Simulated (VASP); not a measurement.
# GaSb (I-4m2) in VASP: a series of runs, part 2 of 2

VASP 6.6.1. Earlier steps stand in the parts before.

## Step 3: Single point, PBE

File INCAR:

```
PREC = Accurate ; ENCUT = 520
EDIFF = 1E-7 ; ISMEAR = -1
SIGMA = 0.02 ; LREAL = False
LASPH = True ; NELM = 100
ALGO = Normal ; ISIF = 2
LWAVE = False ; LCHARG = False
GGA = PE ; NBANDS = 16
```

File KPOINTS:

```
Automatic mesh
0
Gamma
  6 6 6
```

File POSCAR:

```
GaSb
1.0
    0.0000000000      3.0997866667      2.9790296053
    3.0997866667      0.0000000000      2.9790296053
    3.0997866667      3.0997866667      0.0000000000
Ga Sb
1 1
Direct
    0.0000000000      0.0000000000      0.0000000000
    0.2500000000      0.2500000000      0.2500000000
```

Potentials or basis: VASP PAW PBE potentials, release 64 (Ga_d, Sb).

Run with:

```bash
$ cat potpaw_PBE.64/Ga_d/POTCAR potpaw_PBE.64/Sb/POTCAR > POTCAR
$ mpirun -np 1 vasp_std > vasp.out
```

OUTCAR:

```text
PREC = Accurate
   ENCUT = 520
   EDIFF = 1E-7
   ISMEAR = -1
   LREAL = False
   LASPH = True
   NELM = 100
   ISIF = 2
   GGA = PE

 ion  position               nearest neighbor table
   1  0.000  0.000  0.000-   2 2.65   2 2.65   2 2.65   2 2.65
   2  0.250  0.250  0.250-   1 2.65   1 2.65   1 2.65   1 2.65

  LATTYP: Found a body centered tetragonal cell.
 ALAT       =     4.3837603445
 C/A-ratio  =     1.3591206504

  Lattice vectors:

 A1 = (   0.0000000000,  -3.0997866667,  -2.9790296053)
 A2 = (   0.0000000000,   3.0997866667,  -2.9790296053)
 A3 = (   3.0997866667,   0.0000000000,   2.9790296053)

Analysis of symmetry for initial positions (statically):
=====================================================================
 Subroutine PRICEL returns:
 Original cell was already a primitive cell.

 Routine SETGRP: Setting up the symmetry group for a
 body centered tetragonal supercell.

 Subroutine GETGRP returns: Found  8 space group operations
 (whereof  8 operations were pure point group operations)
 out of a pool of 16 trial point group operations.

The static configuration has the point symmetry D_2d.

Analysis of symmetry for dynamics (positions and initial velocities):
=====================================================================
 Subroutine PRICEL returns:
 Original cell was already a primitive cell.

 Routine SETGRP: Setting up the symmetry group for a
 body centered tetragonal supercell.

 Subroutine GETGRP returns: Found  8 space group operations
 (whereof  8 operations were pure point group operations)
 out of a pool of 16 trial point group operations.

The dynamic configuration has the point symmetry D_2d.

 Subroutine INISYM returns: Found  8 space group operations
 (whereof  8 operations are pure point group operations),
 and found     1 'primitive' translations

----------------------------------------------------------------------------------------

                                     Primitive cell

  volume of cell :      57.2491

  direct lattice vectors                    reciprocal lattice vectors
     0.000000000  3.099786667  2.979029605    -0.161301423  0.161301423  0.167839890
     3.099786667  0.000000000  2.979029605     0.161301423 -0.161301423  0.167839890
     3.099786667  3.099786667  0.000000000     0.161301423  0.161301423 -0.167839890

  length of vectors
     4.299220251  4.299220251  4.383760345     0.283207568  0.283207568  0.283207568

  position of ions in fractional coordinates (direct lattice)
     0.000000000  0.000000000  0.000000000
     0.250000000  0.250000000  0.250000000

  ion indices of the primitive-cell ions
   primitive index   ion index
                 1           1
                 2           2

----------------------------------------------------------------------------------------

 KPOINTS: Automatic mesh

Automatic generation of k-mesh.
 Grid dimensions read from file:
 generate k-points for:    6    6    6

 Generating k-lattice:

  Cartesian coordinates                     Fractional coordinates (reciprocal lattice)
    -0.026883570  0.026883570  0.027973315     0.166666667  0.000000000  0.000000000
     0.026883570 -0.026883570  0.027973315     0.000000000  0.166666667  0.000000000
     0.026883570  0.026883570 -0.027973315     0.000000000  0.000000000  0.166666667

  Length of vectors
     0.047201261  0.047201261  0.047201261

  Shift w.r.t. Gamma in fractional coordinates (k-lattice)
     0.000000000  0.000000000  0.000000000

 Subroutine IBZKPT returns following result:
 ===========================================

 Found     30 irreducible k-points:

 Following reciprocal coordinates:
            Coordinates               Weight
  0.000000  0.000000  0.000000      1.000000
  0.166667  0.000000  0.000000      8.000000
  0.333333  0.000000  0.000000      8.000000
  0.500000  0.000000  0.000000      4.000000
  0.166667  0.166667  0.000000      2.000000
  0.333333  0.166667  0.000000      8.000000
[... 16 lines left out ...]
  0.333333  0.000000  0.333333      4.000000
  0.500000  0.000000  0.333333     16.000000
 [... further k-points ...]
   k-points           NKPTS =     30   k-points in BZ     NKDIM =     30   number of bands    NBANDS=     16
   number of dos      NEDOS =    301   number of ions     NIONS =      2
   total plane-waves  NPLWV =  36864
   dimension x,y,z NGX =    32 NGY =   32 NGZ =   36
   dimension x,y,z NGXF=    64 NGYF=   64 NGZF=   72
   ions per type =               1   1
   NGX,Y,Z   is equivalent  to a cutoff of  12.37, 12.37, 13.65 a.u.
   NGXF,Y,Z  is equivalent  to a cutoff of  24.75, 24.75, 27.30 a.u.
 SYSTEM =  unknown system
   PREC   = accura    normal or accurate (medium, high low for compatibility)
   ISTART =      0    job   : 0-new  1-cont  2-samecut
   ICHARG =      2    charge: 1-file 2-atom 10-const
   ISPIN  =      1    spin polarized calculation?
   LNONCOLLINEAR =      F non collinear calculations
   LSORBIT =      F    spin-orbit coupling
   LASPH  =      T    aspherical Exc in radial PAW
   ENCUT  =  520.0 eV  38.22 Ry    6.18 a.u.   7.99  7.99  8.15*2*pi/ulx,y,z
   NELM   =    100;   NELMIN=  2; NELMDL= -5     # of ELM steps
   EDIFF  = 0.1E-06   stopping-criterion for ELM
   LREAL  =      F    real-space projection
   EDIFFG = 0.1E-05   stopping-criterion for IOM
   NSW    =      0    number of steps for IOM
   IBRION =     -1    ionic relax: 0-MD 1-quasi-New 2-CG
   NFREE  =      0    steps in history (QN), initial steepest desc. (CG)
   ISIF   =      2    stress and relaxation
   ISYM   =      2    0-nonsym 1-usesym 2-fastsym
   POTIM  = 0.5000    time-step for ionic-motion
   TEBEG  =    0.0;   TEEND  =   0.0 temperature during run
   PSTRESS=    0.0 pullay stress
   NELECT =      18.0000    total number of electrons
   NUPDOWN=      -1.0000    fix difference up-down
   EMIN   =  10.00;   EMAX   =-10.00  energy-range for DOS
   EFERMI =   0.00;   METHOD = LEGACY
   ISMEAR =    -1;   SIGMA  =   0.02  broadening in eV -4-tet -1-fermi 0-gaus
   EFERMI_NEDOS =   21; number of points for ismear=-14 and -15
   IALGO  =     38    algorithm
   IMIX   =      4    mixing-type and parameters
     AMIX     =   0.40;   BMIX     =  1.00
     AMIX_MAG =   1.60;   BMIX_MAG =  1.00
  volume/ion in A,a.u.               =      28.62       193.17
  Fermi-wavevector in a.u.,A,eV,Ry     =   1.113208  2.103657 16.860766  1.239231
  Thomas-Fermi vector in A             =   2.249790
   LORBIT       =      0    0 simple, 1 ext, 2 COOP (PROOUT), +10 PAW based schemes
   GGA     = PE    functional components
   LHFCALC =     F    Hartree Fock is set to
   AEXX    =    0.0000 exact exchange contribution
   IVDW    =     0    specifies the selected vdW correction
   LEPSILON=     F    determine dielectric tensor
   LRPA    =     F    only Hartree local field effects (RPA)
 non-spin polarized calculation
  energy-cutoff  :      520.00
  volume of cell :       57.25
 maximum number of plane-waves:      1560
   NGX = 15   NGY = 15   NGZ = 17

 number of electron      17.9999993 magnetization

 Free energy of the ion-electron system (eV)
  ---------------------------------------------------
  ext. energy  EPLUGINS =         0.00000000
  ---------------------------------------------------
  free energy    TOTEN  =        -7.31433498 eV

  energy without entropy =       -7.31426115  energy(sigma->0) =       -7.31429806

 E-fermi :   4.9619     XC(G=0):  -9.0855

 val. band max:        4.9024582306   @ k =   0.0000   0.0000   0.0000
 cond. band min:       5.0209954965   @ k =   0.0000   0.0000   0.0000
 fundamental gap:      0.1185372659
 Fermi energy:         4.9618938379

 k-point     1 :       0.0000    0.0000    0.0000
  band No.  band energies     occupation
      1     -10.1626      2.00000
      2     -10.1626      2.00000
      3     -10.1572      2.00000
      4     -10.1142      2.00000
      5     -10.1090      2.00000
      6      -6.5958      2.00000
[... 8 lines left out ...]
     15      13.1442      0.00000
     16      13.7384      0.00000
[... 419 lines left out ...]
 k-point    24 :       0.5000    0.0000    0.3333
  band No.  band energies     occupation
      1     -10.2003      2.00000
      2     -10.1406      2.00000
      3     -10.1387      2.00000
      4     -10.1192      2.00000
      5     -10.1095      2.00000
      6      -4.4840      2.00000
[... 8 lines left out ...]
     15      15.2187      0.00000
     16      15.5895      0.00000

 [... further k-points ...]

------------------------ aborting loop because EDIFF is reached ----------------------------------------

  FORCE on cell =-STRESS in cart. coord.  units (eV):
  Direction    XX          YY          ZZ          XY          YZ          ZX
  --------------------------------------------------------------------------------------
  -------------------------------------------------------------------------------------
  Total        0.7234436      0.7234436      1.2466047      0.0000000     -0.0000000      0.0000000
  in kB       20.2463543     20.2463543     34.8875858      0.0000000     -0.0000000      0.0000000
  external PRESSURE =      25.1267648 kB  Pullay stress =       0.0000000 kB

 VOLUME and BASIS-vectors are now :
 -----------------------------------------------------------------------------
  energy-cutoff  :      520.00
  volume of cell :       57.25
      direct lattice vectors                 reciprocal lattice vectors
     0.000000000  3.099786667  2.979029605    -0.161301423  0.161301423  0.167839890
     3.099786667  0.000000000  2.979029605     0.161301423 -0.161301423  0.167839890
     3.099786667  3.099786667  0.000000000     0.161301423  0.161301423 -0.167839890

 POSITION                                       TOTAL-FORCE (eV/Angst)
 -----------------------------------------------------------------------------------
      0.00000      0.00000      0.00000        -0.000000      0.000000      0.000000
      1.54989      1.54989      1.48951         0.000000     -0.000000     -0.000000
 -----------------------------------------------------------------------------------
    total drift:                                0.000001      0.000001     -0.000002

  FREE ENERGIE OF THE ION-ELECTRON SYSTEM (eV)
  ---------------------------------------------------
  free  energy   TOTEN  =        -7.3143349786 eV

  energy  without entropy=       -7.3142611480  energy(sigma->0) =       -7.31429806
```

OSZICAR:

```text
N       E                     dE             d eps       ncg     rms          rms(c)
DAV:   1     0.810979246874E+02    0.81098E+02   -0.87228E+03   976   0.139E+03
DAV:   2    -0.995497630141E+00   -0.82093E+02   -0.79153E+02  1120   0.292E+02
DAV:   3    -0.725334129444E+01   -0.62578E+01   -0.62434E+01  1168   0.639E+01
DAV:   4    -0.736808842943E+01   -0.11475E+00   -0.11473E+00  1200   0.985E+00
DAV:   5    -0.737090751896E+01   -0.28191E-02   -0.28190E-02  1184   0.136E+00    0.320E+00
DAV:   6    -0.732613426718E+01    0.44773E-01   -0.63466E-02  1384   0.390E+00    0.191E+00
DAV:   7    -0.731273377697E+01    0.13400E-01   -0.39935E-02  1096   0.158E+00    0.354E-01
DAV:   8    -0.731377968529E+01   -0.10459E-02   -0.44814E-03  1328   0.758E-01    0.866E-02
DAV:   9    -0.731427946540E+01   -0.49978E-03   -0.69183E-04  1144   0.203E-01    0.324E-02
DAV:  10    -0.731431321345E+01   -0.33748E-04   -0.39459E-05  1272   0.395E-02    0.888E-03
DAV:  11    -0.731433425028E+01   -0.21037E-04   -0.28622E-05  1104   0.359E-02    0.620E-03
DAV:  12    -0.731433506935E+01   -0.81907E-06   -0.14875E-06  1280   0.892E-03    0.678E-04
DAV:  13    -0.731433497859E+01    0.90767E-07   -0.52485E-08   856   0.218E-03
   1 F= -.73143350E+01 E0= -.73142981E+01  d E =-.738306E-04
```

stdout:

```text
POSCAR found type information on POSCAR GaSb
 POSCAR found :  2 types and       2 ions
 scaLAPACK will be used
 LDA part: xc-table for (Slater+PW92), standard interpolation
 POSCAR, INCAR and KPOINTS ok, starting setup
 FFT: planning ... GRIDC
 FFT: planning ... GRID_SOFT
 FFT: planning ... GRID
 WAVECAR not read
 entering main loop
```

Wall time 24 s (1 thread of Intel Xeon Platinum 8488C (Sapphire Rapids), shared host); peak memory 0.19 GiB.

What came out:

```yaml
Free_energy: -7.3143 eV
Pressure: 2.5 GPa
Band_gap_on_the_k_mesh: 0.12 eV, direct
```

Stress tensor (GPa, compression positive):
```
2.02 0.00 0.00
0.00 2.02 0.00
0.00 0.00 3.49
```

Levels at points of the mesh, in eV from the valence-band top:
| k point | band 6 | band 7 | band 8 | band 9 | band 10 | band 11 | band 12 | band 13 |
| --- | --- | --- | --- | --- | --- | --- | --- | --- |
| (0.00, 0.00, 0.00) | -11.50 | -0.10 | -0.10 | 0.00 | 0.12 | 2.68 | 2.80 | 2.80 |
| (0.50, 0.00, 0.00) | -9.87 | -6.39 | -1.32 | -1.03 | 0.36 | 3.61 | 3.85 | 6.46 |
| (0.50, 0.50, 0.00) | -8.95 | -6.72 | -2.75 | -2.75 | 0.68 | 1.07 | 8.67 | 8.67 |
| (0.50, 0.00, 0.50) | -9.09 | -6.90 | -2.53 | -2.50 | 0.98 | 1.31 | 8.55 | 8.58 |

Caveat: spin-orbit coupling is left out, which moves the levels of the heavy elements. A k mesh can miss the band edges.

## Step 4: Single point, PBE

File INCAR:

```
SYSTEM = GaSb
PREC = Accurate
ENCUT = 520
EDIFF = 1E-7
ISMEAR = -1
SIGMA = 0.02
LREAL = .FALSE.
LASPH = .TRUE.
NELM = 100
ALGO = Normal
ISIF = 2
LWAVE = .FALSE.
LCHARG = .TRUE.
GGA = PE
LELF = .TRUE.
LVHAR = .TRUE.
NBANDS = 16
```

File KPOINTS:

```
Automatic mesh
0
G
  6 6 6
  0 0 0
```

File POSCAR:

```
GaSb
1.0
    0.0000000000      3.1201800000      2.9402153018
    3.1201800000      0.0000000000      2.9402153018
    3.1201800000      3.1201800000      0.0000000000
Ga Sb
1 1
Direct
    0.0000000000      0.0000000000      0.0000000000
    0.2500000000      0.2500000000      0.2500000000
```

Run with:

```bash
$ cat potpaw_PBE.64/Ga_d/POTCAR potpaw_PBE.64/Sb/POTCAR > POTCAR
$ mpirun -np 1 vasp_std > vasp.out
```

Wall time 31 s (1 thread of Intel Xeon Platinum 8488C (Sapphire Rapids), shared host); peak memory 0.19 GiB.

It converged, with:

```yaml
Free_energy: -7.3058 eV
Pressure: 2.5 GPa
Band_gap_on_the_k_mesh: 0.20 eV, direct
```

Stress tensor (GPa, compression positive):
```
1.78 0.00 0.00
0.00 1.78 0.00
0.00 0.00 3.93
```

Levels at points of the mesh, in eV from the valence-band top:
```
           k point  band 6  band 7  band 8  band 9  band 10  band 11  band 12  band 13
(0.00, 0.00, 0.00)  -11.48   -0.12   -0.12    0.00     0.20     2.66     2.84     2.84
(0.50, 0.00, 0.00)   -9.86   -6.37   -1.38   -0.95     0.35     3.57     3.95     6.49
(0.50, 0.50, 0.00)   -8.89   -6.64   -2.81   -2.81     0.60     1.01     8.69     8.69
(0.50, 0.00, 0.50)   -9.10   -6.91   -2.48   -2.43     1.05     1.36     8.46     8.50
```

Caveat: spin-orbit coupling is left out, which moves the levels of the heavy elements. A k mesh can miss the band edges.

## Step 5: Overview

| cell | gap on the mesh (eV) | pressure (GPa) |
| --- | --- | --- |
| a = 4.374, b = 4.374, c = 4.240 Å, angles 61.0, 61.0, 58.0°, 2 atoms | none | 2.5 |
| a = 4.299, b = 4.299, c = 4.384 Å, angles 59.3, 59.3, 61.3°, 2 atoms | 0.12 | 2.5 |
| a = 4.287, b = 4.287, c = 4.413 Å, angles 59.0, 59.0, 61.9°, 2 atoms | 0.20 | 2.5 |

Alike in all rows: task single point; level PBE; potentials or basis VASP PAW PBE potentials, release 64 (Ga_d, Sb); no spin polarisation; k mesh 6 × 6 × 6; cutoff (eV) 520; smearing fermi-dirac 0.02 eV.

Caveats: spin-orbit coupling is left out, which moves the levels of the heavy elements.

Total energies depend on the potentials used, so only differences within one code and one set of settings carry meaning.
